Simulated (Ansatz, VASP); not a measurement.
## One calculation of Na2SrSc4, two programs

```
Na Sr Sc
1.0
     0.00000    6.37965    0.00000
     9.04997   -3.18983    0.00000
     0.43480    0.00000   -6.32099
Na Sr Sc
4 2 8
Direct
  0.16073 0.57519 0.15870
  0.58554 0.42481 0.34130
  0.83927 0.42481 0.84130
  0.41446 0.57519 0.65870
  0.89875 0.00000 0.75000
  0.10125 0.00000 0.25000
  0.33576 0.85654 0.89153
  0.47922 0.14346 0.60847
  0.66424 0.14346 0.10847
  0.52078 0.85654 0.39153
  0.73640 0.70537 0.05420
  0.03103 0.29463 0.44580
  0.26360 0.29463 0.94580
  0.96897 0.70537 0.55420
```

Alike in both runs: functional PBE; k mesh 3 × 3 × 3; occupations methfessel-paxton of order 1, width 0.1196 eV; no spin polarisation.

Ansatz relaxed the structure, and its values are those at the end. VASP's run is a single point on that final structure, the one shown.

|  | VASP | Ansatz |
| --- | --- | --- |
| version | VASP 6.6.1 | Ansatz 0.2.0 |
| potentials or method | VASP PAW PBE potentials, release 64 (Na_pv, Sr_sv, Sc_sv), cutoff 520 eV | PAW plane waves |
| valence electrons in the cell | 136 | 144 |

|  | VASP | Ansatz | Ansatz less VASP |
| --- | --- | --- | --- |
| pressure (GPa) | 4.2 | 4.2 | -0.04 |
| rms of the force components (eV/Å) | 0.005 | 0.003 | -0.0015 |

VASP's potentials hold 136 valence electrons a cell and Ansatz's 144, so a difference there can come from the potentials and not from the codes. Ansatz's warnings: stress scf threshold loose.
